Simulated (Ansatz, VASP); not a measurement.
## MgO: VASP beside Ansatz

The input INCAR:

```
PREC = Accurate
ENCUT = 520
EDIFF = 1E-7
ISMEAR = 0
SIGMA = 0.05
LREAL = False
LASPH = True
NELM = 100
ALGO = Normal
ISIF = 2
LWAVE = False
LCHARG = True
LDIPOL = True
IDIPOL = 3
DIPOL = 0.5 0.5 0.500
GGA = PE
LELF = True
LVHAR = True
LVACPOTAV = True
NBANDS = 36
```

KPOINTS

```
regular mesh
0
Gamma
  9 9 1
```

The input POSCAR:

```
MgO
1.0
    3.0079232189      0.0000000000      0.0000000000
    0.0000000000      3.0079232189      0.0000000000
    0.0000000000      0.0000000000     25.6346145270
Mg O
6 6
Direct
    0.5000000000      0.5000000000      0.2925731531
    0.0000000000      0.0000000000      0.3755438918
    0.5000000000      0.5000000000      0.4585146306
    0.0000000000      0.0000000000      0.5414853694
    0.5000000000      0.5000000000      0.6244561082
    0.0000000000      0.0000000000      0.7074268469
    0.0000000000      0.0000000000      0.2925731531
    0.5000000000      0.5000000000      0.3755438918
    0.0000000000      0.0000000000      0.4585146306
    0.5000000000      0.5000000000      0.5414853694
    0.0000000000      0.0000000000      0.6244561082
    0.5000000000      0.5000000000      0.7074268469
```

Input for Ansatz:

```yaml
crystal:
  lattice:
    - [3.0079232189, 0.0, 0.0]
    - [0.0, 3.0079232189, 0.0]
    - [0.0, 0.0, 25.634614527]
  atoms:
    - { symbol: Mg, position: [0.5, 0.5, 0.2925731531] }
    - { symbol: O, position: [0.0, 0.0, 0.2925731531] }
    - { symbol: Mg, position: [0.0, 0.0, 0.3755438918] }
    - { symbol: O, position: [0.5, 0.5, 0.3755438918] }
    - { symbol: Mg, position: [0.5, 0.5, 0.4585146306] }
    - { symbol: O, position: [0.0, 0.0, 0.4585146306] }
    - { symbol: Mg, position: [0.0, 0.0, 0.5414853694] }
    - { symbol: O, position: [0.5, 0.5, 0.5414853694] }
    - { symbol: Mg, position: [0.5, 0.5, 0.6244561082] }
    - { symbol: O, position: [0.0, 0.0, 0.6244561082] }
    - { symbol: Mg, position: [0.0, 0.0, 0.7074268469] }
    - { symbol: O, position: [0.5, 0.5, 0.7074268469] }
basis:
  ecutwfc: 420
kpoints:
  mp_grid: { grid: [9, 9, 1] }
hamiltonian:
  xc: pbe
scf:
  occupations: { method: gaussian, width: 0.05 }
output:
  forces: true
  stress: true
  eigenvalues: true
  write_density: true
  write_potential: true
  elf: true
  volumetric_format: npy
efield:
  axis: 3
  dipole_correction: true
  ramp_width: 0.04
```

Alike in both runs: task single point; functional PBE; k mesh 9 × 9 × 1; occupations gaussian, width 0.05 eV; no spin polarisation.

|  | VASP | Ansatz |
| --- | --- | --- |
| version | VASP 6.6.1 | Ansatz 0.2.0 |
| potentials or method | VASP PAW PBE potentials, release 64 (Mg, O), cutoff 520 eV | scalar-relativistic, plane waves, PAW |
| valence electrons in the cell | 48 | 96 |

VASP gave:

```
gap on the k mesh at the Fermi level (eV) : 3.27
least direct gap on the mesh (eV)         : 3.27
rms of the force components (eV/Å)        : 0.153
```

Q: What did Ansatz give for the same quantities?

A: gap on the k mesh at the Fermi level (eV): 3.30; least direct gap on the mesh (eV): 3.30; rms of the force components (eV/Å): 0.146.

VASP's potentials hold 48 valence electrons a cell and Ansatz's 96, so a difference there can come from the potentials and not from the codes. Ansatz's warnings: xc potential rough in thin density.
